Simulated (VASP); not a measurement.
Set up this calculation in VASP 6.6.1, as the native input.

| Property | Result |
| --- | --- |
| Task | single point |
| Functional | LDA |
| Potentials or basis | VASP PAW LDA potentials, release 64 (Cd) |
| Cutoff | 520 eV |
| k mesh | 13 × 13 × 6 |
| Occupations | gaussian, width 0.2 eV |
| Spin | no spin polarisation |
| Dipole correction | no |
| Further INCAR settings | ALGO = Normal; EDIFF = 1e-06; NBANDS = 19 |

The structure of Cd lies in POSCAR:

```
Cd
1.0
    2.8818641727      0.0000000000      0.0000000000
   -1.4409320863      2.4957675838      0.0000000000
    0.0000000000      0.0000000000      5.6383707528
Cd
2
Direct
    0.3333333333      0.6666666667      0.2500000000
    0.6666666667      0.3333333333      0.7500000000
```

The input as run:

INCAR

```
SYSTEM = Cd
PREC = Accurate
ENCUT = 520
EDIFF = 1E-6
ISMEAR = 0
SIGMA = 0.2
LREAL = .FALSE.
LASPH = .TRUE.
NELM = 60
ALGO = Normal
ISIF = 2
LWAVE = .FALSE.
LCHARG = .FALSE.
NBANDS = 19
```

KPOINTS

```
regular mesh
0
G
  13 13 6
  0 0 0
```

Potentials or basis: VASP PAW LDA potentials, release 64 (Cd).

Run with:

```sh
$ cat potpaw_LDA.64/Cd/POTCAR > POTCAR
$ mpirun -np 1 vasp_std > vasp.out
```

Results of the run:

```json
{"Pressure": "0.8 GPa", "Band gap on the k mesh": "zero (bands 12 and 13 overlap by 4.69 eV)"}
```

Run time: 61 s on 1 thread of Intel Xeon 8259CL (shared host), peak memory 0.18 GiB.
